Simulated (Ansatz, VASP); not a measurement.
## Two plane-wave programs on BAs

```
CELL_PARAMETERS angstrom
0.00000 2.20056 2.20056
2.20056 0.00000 2.20056
2.20056 2.20056 0.00000
ATOMIC_POSITIONS crystal
B 0.00000 0.00000 0.00000
As 0.75000 0.75000 0.75000
```

Change from the starting cell: strain -0.080 along x and y, -0.080 along z, atoms carried along.

Alike in both runs: task single point; functional r2SCAN; k mesh 10 × 10 × 10; occupations gaussian, width 0.05 eV; no spin polarisation.

|  | VASP | Ansatz |
| --- | --- | --- |
| version | VASP 6.6.1 | Ansatz 0.2.0 |
| potentials or method | VASP PAW PBE potentials, release 64 (B, As), cutoff 520 eV | scalar-relativistic, plane waves, PAW |
| valence electrons in the cell | 8 | 18 |

Ansatz gave:

| Quantity | Value |
| --- | --- |
| gap on the k mesh at the Fermi level (eV) | 1.09 |
| least direct gap on the mesh (eV) | 3.79 |
| pressure (GPa) | 57.9 |

Question: What did VASP give for the same quantities?

Answer: gap on the k mesh at the Fermi level (eV): 1.08; least direct gap on the mesh (eV): 3.80; pressure (GPa): 59.4.

VASP's potentials were made for PBE, not for r2SCAN. Both programs put the cell under a high pressure, so it lies far from rest at this level. VASP's potentials hold 8 valence electrons a cell and Ansatz's 18, so a difference there can come from the potentials and not from the codes.
